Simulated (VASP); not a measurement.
Wanted: the native input for a VASP 6.6.1 run.

```yaml
Task: single point
Functional: PBEsol
Potentials_or_basis: VASP PAW PBE potentials, release 64 (Ti_sv)
Cutoff: 520 eV
k_mesh: 18 × 18 × 10
Occupations: gaussian, width 0.15 eV
Spin: no spin polarisation
Dipole_correction: no
Further_INCAR_settings: ALGO = Fast; EDIFF = 1e-06; NBANDS = 19
```

The structure of Ti lies in POSCAR:

```
Ti
1.0
    2.9499978604      0.0774374438      0.0000000000
   -1.4079361366      2.5160543663      0.0000000000
    0.0000000000      0.0000000000      4.6860000000
Ti
2
Direct
    0.3333333333      0.6666666667      0.2500000000
    0.6666666667      0.3333333333      0.7500000000
```

This cell differs from its parent crystal: strain +0.0525 x Voigt [0, 0, 0, 0, 0, 1].

These files were run (other wordings do the same):

INCAR

```
ALGO = Fast ; EDIFF = 1E-6
ENCUT = 520 ; GGA = PS
ISIF = 2 ; ISMEAR = 0
LASPH = True ; LCHARG = False
LREAL = False ; LWAVE = False
NBANDS = 19 ; NELM = 80
PREC = Accurate ; SIGMA = 0.15
```

KPOINTS

```
k-points
0
Gamma
  18 18 10
```

Potentials or basis: VASP PAW PBE potentials, release 64 (Ti_sv).

The run is started by

```sh
$ cat potpaw_PBE.64/Ti_sv/POTCAR > POTCAR
$ mpirun -np 1 vasp_std > vasp.out
```

It gave:

```yaml
Pressure: -6.2 GPa
Largest_force: 0.132 eV/Å
Band_gap_on_the_k_mesh: zero (bands 12 and 13 overlap by 1.06 eV)
```

Caveat: the cell differs from its parent crystal (strain +0.0525 x Voigt [0, 0, 0, 0, 0, 1]); the cell stands under tension; the PAW data sets were made with another functional, which shifts forces and pressure a little.

Run time: 34 min on 1 thread of Oxide Virtual Turin-like Processor, on a shared host, peak memory 0.57 GiB.
